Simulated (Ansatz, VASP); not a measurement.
**Si: VASP beside Ansatz**

```
CELL_PARAMETERS angstrom
-3.83191 0.00000 0.00000
-1.91595 -3.31853 0.00000
-0.76638 0.00000 12.68364
ATOMIC_POSITIONS crystal
Si 0.15202 0.33333 0.90655
Si 0.25202 0.33333 0.40655
Si 0.63536 0.66667 0.15655
Si 0.53536 0.66667 0.65655
Si 0.31464 0.33333 0.09345
Si 0.21464 0.33333 0.59345
Si 0.59798 0.66667 0.34345
Si 0.49798 0.66667 0.84345
```

Alike in both runs: task single point; functional r2SCAN; k mesh 8 × 8 × 2; occupations gaussian, width 0.05 eV; no spin polarisation.

|  | VASP | Ansatz |
| --- | --- | --- |
| version | VASP 6.6.1 | Ansatz 0.2.0 |
| potentials or method | VASP PAW PBE potentials, release 64 (Si), cutoff 520 eV | scalar-relativistic, plane waves, PAW |
| valence electrons in the cell | 32 | 32 |

Ansatz gave:

```
gap on the k mesh at the Fermi level (eV)                     : 0.61
least direct gap on the mesh (eV)                             : 1.44
pressure (GPa)                                                : -0.5
traceless stress, the component that is largest in VASP (GPa) : 3.02
rms of the force components (eV/Å)                            : 0.298
```

Which values does VASP return?

gap on the k mesh at the Fermi level (eV): 0.63; least direct gap on the mesh (eV): 1.46; pressure (GPa): -0.7; traceless stress, the component that is largest in VASP (GPa): 3.04; rms of the force components (eV/Å): 0.298.

VASP's potentials were made for PBE, not for r2SCAN. Atom by atom the forces differ by 0.004 eV/Å (rms over components). The functional is the same, so the differences come from potentials, cutoffs and numerics.
